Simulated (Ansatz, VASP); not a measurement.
Au in VASP and in Ansatz

The input POSCAR:

```
Au
1.0
    2.7457779447      0.0000000000      0.0000000000
   -1.3728889724      2.3779134533      0.0000000000
    0.0000000000      0.0000000000      4.7430978028
Au
2
Direct
    0.3333333333      0.6666666667      0.7500000000
    0.6666666667      0.3333333333      0.2500000000
```

File INCAR.step1:

```
SYSTEM = Au
PREC     = Accurate       ! precision mode
ENCUT    = 520            ! plane-wave cutoff, eV
ISMEAR   = 0              ! smearing method
SIGMA    = 0.15           ! smearing width, eV
LREAL    = .FALSE.        ! projectors in reciprocal space
LASPH    = .TRUE.         ! aspherical terms in the spheres
NELM     = 60             ! most SCF steps
NBANDS   = 18             ! bands
GGA      = PE             ! functional
ALGO     = Normal         ! electronic algorithm
EDIFF    = 1E-4           ! SCF threshold, eV
LWAVE    = .TRUE.         ! write WAVECAR
LCHARG   = .FALSE.        ! write CHGCAR
```

File INCAR.step2:

```
SYSTEM = Au
PREC     = Accurate       ! precision mode
ENCUT    = 520            ! plane-wave cutoff, eV
EDIFF    = 1E-6           ! SCF threshold, eV
ISMEAR   = 0              ! smearing method
SIGMA    = 0.15           ! smearing width, eV
LREAL    = .FALSE.        ! projectors in reciprocal space
LASPH    = .TRUE.         ! aspherical terms in the spheres
NELM     = 60             ! most SCF steps
ALGO     = Normal         ! electronic algorithm
ISIF     = 2              ! what is computed and relaxed
LWAVE    = .FALSE.        ! write WAVECAR
LCHARG   = .TRUE.         ! write CHGCAR
METAGGA  = R2SCAN         ! meta-GGA
LMIXTAU  = .TRUE.       
LELF     = .TRUE.         ! ELF
LVHAR    = .TRUE.       
NBANDS   = 18             ! bands
ISTART   = 1
```

File KPOINTS:

```
Automatic mesh
0
G
  24 24 12
  0 0 0
```

Input for Ansatz:

```yaml
crystal:
  lattice:
    - [2.7457779447, 0.0, 0.0]
    - [-1.3728889724, 2.3779134533, 0.0]
    - [0.0, 0.0, 4.7430978028]
  atoms:
    - { symbol: Au, position: [0.3333333333, 0.6666666667, 0.75] }
    - { symbol: Au, position: [0.6666666667, 0.3333333333, 0.25] }
basis:
  ecutwfc: 500
kpoints:
  mp_grid: { grid: [24, 24, 12] }
hamiltonian:
  xc: r2scan
scf:
  occupations: { method: gaussian, width: 0.15 }
output:
  forces: true
  stress: true
  eigenvalues: true
```

Change from the starting cell: strain -0.050 along x and y, -0.025 along z, atoms carried along.

Alike in both runs: task single point; functional r2SCAN; k mesh 24 × 24 × 12; occupations gaussian, width 0.15 eV; no spin polarisation.

|  | VASP | Ansatz |
| --- | --- | --- |
| version | VASP 6.6.1 | Ansatz 0.2.0 |
| potentials or method | VASP PAW PBE potentials, release 64 (Au), cutoff 520 eV | scalar-relativistic, plane waves, PAW |
| valence electrons in the cell | 22 | 38 |

VASP gave:

| Quantity | Value |
| --- | --- |
| gap on the k mesh at the Fermi level (eV) | none |
| pressure (GPa) | 28.9 |
| traceless stress, the component that is largest in VASP (GPa) | -4.31 |

Which values does Ansatz return?

gap on the k mesh at the Fermi level (eV): none; pressure (GPa): 28.2; traceless stress, the component that is largest in VASP (GPa): -4.20.

VASP's potentials were made for PBE, not for r2SCAN. A gap of «none» marks a metal or a gap that the smearing closes. Both programs put the cell under a high pressure, so it lies far from rest at this level. The functional is the same, so the differences come from potentials, cutoffs and numerics. VASP's potentials hold 22 valence electrons a cell and Ansatz's 38, so a difference there can come from the potentials and not from the codes.

Spin-orbit coupling is off throughout.
